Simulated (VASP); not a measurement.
# Pb (P6_3/mmc) in VASP: a series of runs, part 2 of 2

VASP 6.6.1.

**3. Relaxation of cell and atoms, LDA**

This run uses another cell than the first one, of 30.33 Å³/atom.

INCAR reads:

```
SYSTEM = Pb
  PREC = Accurate
  ENCUT = 600
  EDIFF = 1E-6
  ISMEAR = -1
  SIGMA = 0.1
  LREAL = .FALSE.
  LASPH = .TRUE.
  NELM = 80
  ALGO = Normal
  ISIF = 3
  LWAVE = .FALSE.
  LCHARG = .FALSE.
  IBRION = 2
  NSW = 80
  EDIFFG = -0.01
```

KPOINTS reads:

```
regular mesh
0
G
  10 10 3
  0 0 0
```

POSCAR reads:

```
Pb
1.0
    3.5005272341      0.0000000000      0.0000000000
   -1.7502636171      3.0315455114      0.0000000000
    0.0000000000      0.0000000000     11.4327219467
Pb
4
Direct
    0.0000000000      0.0000000000      0.0000000000
    0.0000000000      0.0000000000      0.5000000000
    0.3333333333      0.6666666667      0.2500000000
    0.6666666667      0.3333333333      0.7500000000
```

Potentials or basis: VASP PAW LDA potentials, release 64 (Pb_d).

On the command line:

```bash
$ cat potpaw_LDA.64/Pb_d/POTCAR > POTCAR
$ mpirun -np 1 vasp_std > vasp.out
```

OUTCAR:

```text
SYSTEM = Pb
   PREC = Accurate
   ENCUT = 600
   EDIFF = 1E-6
   ISMEAR = -1
   LREAL = .FALSE.
   LASPH = .TRUE.
   NELM = 80
   ISIF = 3
   IBRION = 2
   NSW = 80
   EDIFFG = -0.01

 ion  position               nearest neighbor table
   1  0.000  0.000  0.000-   3 3.50   4 3.50   4 3.50   3 3.50   4 3.50   3 3.50
   2  0.000  0.000  0.500-   3 3.50   4 3.50   4 3.50   3 3.50   4 3.50   3 3.50
   3  0.333  0.667  0.250-   1 3.50   2 3.50   1 3.50   2 3.50   1 3.50   2 3.50
   4  0.667  0.333  0.750-   1 3.50   2 3.50   1 3.50   2 3.50   1 3.50   2 3.50

  LATTYP: Found a hexagonal cell.
 ALAT       =     3.5005272341
 C/A-ratio  =     3.2660000000

  Lattice vectors:

 A1 = (   3.5005272341,   0.0000000000,   0.0000000000)
 A2 = (  -1.7502636171,   3.0315455114,   0.0000000000)
 A3 = (   0.0000000000,   0.0000000000,  11.4327219467)

Analysis of symmetry for initial positions (statically):
=====================================================================
 Subroutine PRICEL returns:
 Original cell was already a primitive cell.

 Routine SETGRP: Setting up the symmetry group for a
 hexagonal supercell.

 Subroutine GETGRP returns: Found 24 space group operations
 (whereof 12 operations were pure point group operations)
 out of a pool of 24 trial point group operations.

The static configuration has the point symmetry D_3d.
 The point group associated with its full space group is D_6h.

Analysis of symmetry for dynamics (positions and initial velocities):
=====================================================================
 Subroutine PRICEL returns:
 Original cell was already a primitive cell.

 Routine SETGRP: Setting up the symmetry group for a
 hexagonal supercell.

 Subroutine GETGRP returns: Found 24 space group operations
 (whereof 12 operations were pure point group operations)
 out of a pool of 24 trial point group operations.

The dynamic configuration has the point symmetry D_3d.
 The point group associated with its full space group is D_6h.

 Subroutine INISYM returns: Found 24 space group operations
 (whereof 12 operations are pure point group operations),
 and found     1 'primitive' translations

----------------------------------------------------------------------------------------

                                     Primitive cell

  volume of cell :     121.3241

  direct lattice vectors                    reciprocal lattice vectors
     3.500527234  0.000000000  0.000000000     0.285671253  0.164932375  0.000000000
    -1.750263617  3.031545511  0.000000000     0.000000000  0.329864749  0.000000000
     0.000000000  0.000000000 11.432721947     0.000000000  0.000000000  0.087468234

  length of vectors
     3.500527234  3.500527234 11.432721947     0.329864749  0.329864749  0.087468234

  position of ions in fractional coordinates (direct lattice)
     0.000000000  0.000000000  0.000000000
     0.000000000  0.000000000  0.500000000
     0.333333333  0.666666667  0.250000000
     0.666666667  0.333333333  0.750000000

  ion indices of the primitive-cell ions
   primitive index   ion index
                 1           1
                 2           2
                 3           3
                 4           4

[... 27 lines left out ...]
            Coordinates               Weight
  0.000000  0.000000  0.000000      1.000000
  0.100000  0.000000  0.000000      6.000000
  0.200000  0.000000  0.000000      6.000000
  0.300000 -0.000000  0.000000      6.000000
  0.400000  0.000000  0.000000      6.000000
  0.500000  0.000000  0.000000      3.000000
[... 16 lines left out ...]
  0.300000  0.100000  0.333333     24.000000
  0.400000  0.100000  0.333333     24.000000
 [... further k-points ...]
   k-points           NKPTS =     28   k-points in BZ     NKDIM =     28   number of bands    NBANDS=     33
   number of dos      NEDOS =    301   number of ions     NIONS =      4
   total plane-waves  NPLWV =  75264
   dimension x,y,z NGX =    28 NGY =   28 NGZ =   96
   dimension x,y,z NGXF=    56 NGYF=   56 NGZF=  192
   ions per type =               4
   NGX,Y,Z   is equivalent  to a cutoff of  13.30, 13.30, 13.96 a.u.
   NGXF,Y,Z  is equivalent  to a cutoff of  26.60, 26.60, 27.92 a.u.
 SYSTEM =  Pb
   PREC   = accura    normal or accurate (medium, high low for compatibility)
   ISTART =      0    job   : 0-new  1-cont  2-samecut
   ICHARG =      2    charge: 1-file 2-atom 10-const
   ISPIN  =      1    spin polarized calculation?
   LNONCOLLINEAR =      F non collinear calculations
   LSORBIT =      F    spin-orbit coupling
   LASPH  =      T    aspherical Exc in radial PAW
   ENCUT  =  600.0 eV  44.10 Ry    6.64 a.u.   6.99  6.99 22.83*2*pi/ulx,y,z
   NELM   =     80;   NELMIN=  2; NELMDL= -5     # of ELM steps
   EDIFF  = 0.1E-05   stopping-criterion for ELM
   LREAL  =      F    real-space projection
   EDIFFG = -.1E-01   stopping-criterion for IOM
   NSW    =     80    number of steps for IOM
   IBRION =      2    ionic relax: 0-MD 1-quasi-New 2-CG
   NFREE  =      1    steps in history (QN), initial steepest desc. (CG)
   ISIF   =      3    stress and relaxation
   ISYM   =      2    0-nonsym 1-usesym 2-fastsym
   POTIM  = 0.5000    time-step for ionic-motion
   TEBEG  =    0.0;   TEEND  =   0.0 temperature during run
   PSTRESS=    0.0 pullay stress
   NELECT =      56.0000    total number of electrons
   NUPDOWN=      -1.0000    fix difference up-down
   EMIN   =  10.00;   EMAX   =-10.00  energy-range for DOS
   EFERMI =   0.00;   METHOD = LEGACY
   ISMEAR =    -1;   SIGMA  =   0.10  broadening in eV -4-tet -1-fermi 0-gaus
   EFERMI_NEDOS =   21; number of points for ismear=-14 and -15
   IALGO  =     38    algorithm
   IMIX   =      4    mixing-type and parameters
     AMIX     =   0.40;   BMIX     =  1.00
     AMIX_MAG =   1.60;   BMIX_MAG =  1.00
  volume/ion in A,a.u.               =      30.33       204.68
  Fermi-wavevector in a.u.,A,eV,Ry     =   1.265188  2.390859 21.778859  1.600701
  Thomas-Fermi vector in A             =   2.398454
   LORBIT       =      0    0 simple, 1 ext, 2 COOP (PROOUT), +10 PAW based schemes
   GGA     = CA    functional components
   LHFCALC =     F    Hartree Fock is set to
   AEXX    =    0.0000 exact exchange contribution
   IVDW    =     0    specifies the selected vdW correction
   LEPSILON=     F    determine dielectric tensor
   LRPA    =     F    only Hartree local field effects (RPA)
 conjugate gradient relaxation of ions
 non-spin polarized calculation
  energy-cutoff  :      600.00
  volume of cell :      121.32
 maximum number of plane-waves:      4085
 NGX is ok and might be reduce to    28
   NGX = 13   NGY = 13   NGZ = 45

--------------------------------------- Ionic step        1  -------------------------------------------

 number of electron      56.0000005 magnetization

 Free energy of the ion-electron system (eV)
  ---------------------------------------------------
  ext. energy  EPLUGINS =         0.00000000
  ---------------------------------------------------
  free energy    TOTEN  =       -16.98000386 eV

  energy without entropy =      -16.90074234  energy(sigma->0) =      -16.94037310

------------------------ aborting loop because EDIFF is reached ----------------------------------------

  FORCE on cell =-STRESS in cart. coord.  units (eV):
  Direction    XX          YY          ZZ          XY          YZ          ZX
  --------------------------------------------------------------------------------------
  -------------------------------------------------------------------------------------
  Total       -1.4732883     -1.4732883     -1.7643928      0.0000000      0.0000000      0.0000000
  in kB      -19.4558906    -19.4558906    -23.3001468      0.0000000      0.0000000      0.0000000
  external PRESSURE =     -20.7373094 kB  Pullay stress =       0.0000000 kB
[... 215 lines left out ...]
--------------------------------------- Ionic step        7  -------------------------------------------

 number of electron      55.9999996 magnetization

 Free energy of the ion-electron system (eV)
  ---------------------------------------------------
  ext. energy  EPLUGINS =         0.00000000
  ---------------------------------------------------
  free energy    TOTEN  =       -17.01565656 eV

  energy without entropy =      -16.94340285  energy(sigma->0) =      -16.97952970

 E-fermi :   7.5005     XC(G=0): -10.6687

 val. band max:        7.4649386646   @ k =   0.3000   0.2000   0.3333
 cond. band min:       7.5958836034   @ k =   0.2000   0.1000   0.3333
 fundamental gap:      0.1309449388
 Fermi energy:         7.5005436152

 k-point     1 :       0.0000    0.0000    0.0000
  band No.  band energies     occupation
      1      -9.5809      2.00000
      2      -9.5554      2.00000
      3      -9.5441      2.00000
      4      -9.5357      2.00000
      5      -9.5306      2.00000
      6      -9.5306      2.00000
[... 853 lines left out ...]
     32       9.5558      0.00000
     33      10.1839      0.00000

 [... further k-points ...]
[... 5 lines left out ...]
  --------------------------------------------------------------------------------------
  -------------------------------------------------------------------------------------
  Total        0.0263376      0.0263376     -0.0208594     -0.0000000      0.0000000      0.0000000
  in kB        0.3635592      0.3635592     -0.2879383     -0.0000000      0.0000000      0.0000000
  external PRESSURE =       0.1463934 kB  Pullay stress =       0.0000000 kB
[... 19 lines left out ...]
  FREE ENERGIE OF THE ION-ELECTRON SYSTEM (eV)
  ---------------------------------------------------
  free  energy   TOTEN  =       -17.0156565565 eV

  energy  without entropy=      -16.9434028455  energy(sigma->0) =      -16.97952970

 reached required accuracy - stopping structural energy minimisation
```

OSZICAR:

```text
N       E                     dE             d eps       ncg     rms          rms(c)
DAV:   1     0.696765890973E+03    0.69677E+03   -0.30108E+04  1848   0.228E+03
DAV:   2     0.499958874596E+02   -0.64677E+03   -0.64111E+03  1848   0.556E+02
DAV:   3    -0.143254230497E+02   -0.64321E+02   -0.63655E+02  2258   0.220E+02
[... 49 lines left out ...]
DAV:   1    -0.170157914715E+02   -0.15664E-03   -0.51863E-03  2144   0.831E-01    0.572E-02
DAV:   2    -0.170156865746E+02    0.10490E-03   -0.30284E-04  2185   0.263E-01    0.267E-02
DAV:   3    -0.170156567604E+02    0.29814E-04   -0.10101E-04  2289   0.130E-01    0.620E-03
DAV:   4    -0.170156565755E+02    0.18483E-06   -0.14987E-05  2112   0.446E-02    0.176E-03
DAV:   5    -0.170156565565E+02    0.19068E-07   -0.86699E-07   943   0.124E-02
   7 F= -.17015657E+02 E0= -.16979530E+02  d E =-.172609E-03
```

Wall time 13 min (1 thread of Intel Xeon 8259CL, shared host); peak memory 0.28 GiB.

What came out:

| Quantity | Value |
| --- | --- |
| Free energy | -17.0157 eV |
| Relaxed volume | 29.02 Å³/atom |
| Relaxed cell | a = 3.455 Å, b = 3.455 Å, c = 11.229 Å, α = 90.00°, β = 90.00°, γ = 120.00° |
| Space group after relaxing (to 0.1 Å) | P6_3/mmc (No. 194) |
| Energy gained by relaxing | 8.9 meV/atom |
| Ionic steps | 7 |
| Pressure after relaxing | 0.0 GPa |
| Band gap on the k mesh | zero (bands 28 and 29 overlap by 7.38 eV) |

The path:
```
step  energy change (eV)  largest force (eV/Å)  pressure (GPa)  volume (Å³)
   1              0.0000                0.0000           -2.07       121.32
   2             -0.0322                0.0000            0.73       114.56
   3             -0.0355                0.0000           -0.01       116.09
   4             -0.0355                0.0000            0.00       115.99
   5             -0.0355                0.0000            0.05       115.88
   6             -0.0356                0.0000            0.03       116.03
   7             -0.0357                0.0000            0.01       116.07
```

Final structure:
```yaml
crystal:
  lattice:
    - [3.45472, 0.00000, 0.00000]
    - [-1.72736, 2.99187, 0.00000]
    - [0.00000, 0.00000, 11.22938]
  atoms:
    - { symbol: Pb, position: [0.00000, 0.00000, 0.00000] }
    - { symbol: Pb, position: [0.00000, 0.00000, 0.50000] }
    - { symbol: Pb, position: [0.33333, 0.66667, 0.25000] }
    - { symbol: Pb, position: [0.66667, 0.33333, 0.75000] }
```

Caveat: spin-orbit coupling is left out, which moves the levels of the heavy elements.

The gap in the log of VASP goes by the Fermi energy; the results here count the filled bands.